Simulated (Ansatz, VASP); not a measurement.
# Two plane-wave programs on BaTiO3

```
Ba Ti O
1.0
     3.05936    1.76632    2.00917
    -3.05936    1.76632    2.00917
     0.00000   -3.53264    2.00917
Ba Ti O
1 1 3
Direct
  0.00279 0.00279 0.00279
  0.51625 0.51625 0.51625
  0.48975 0.48975 0.98016
  0.48975 0.98016 0.48975
  0.98016 0.48975 0.48975
```

Alike in both runs: task single point; functional r2SCAN; k mesh 6 × 6 × 6; occupations gaussian, width 0.05 eV; no spin polarisation.

|  | VASP | Ansatz |
| --- | --- | --- |
| version | VASP 6.6.1 | Ansatz 0.2.0 |
| potentials or method | VASP PAW PBE potentials, release 64 (Ba_sv, Ti_sv, O), cutoff 520 eV | scalar-relativistic, plane waves, PAW |
| valence electrons in the cell | 40 | 40 |

Ansatz gave:

* gap on the k mesh at the Fermi level (eV): 1.73
* least direct gap on the mesh (eV): 2.02
* pressure (GPa): 1.1
* traceless stress, the component that is largest in VASP (GPa): 35.53
* rms of the force components (eV/Å): 0.306

Q: Which values does VASP return?

A: gap on the k mesh at the Fermi level (eV): 1.72; least direct gap on the mesh (eV): 2.02; pressure (GPa): 3.4; traceless stress, the component that is largest in VASP (GPa): 36.37; rms of the force components (eV/Å): 0.295.

VASP's potentials were made for PBE, not for r2SCAN. Atom by atom the forces differ by 0.051 eV/Å (rms over components).

Neither program's run includes spin-orbit coupling.
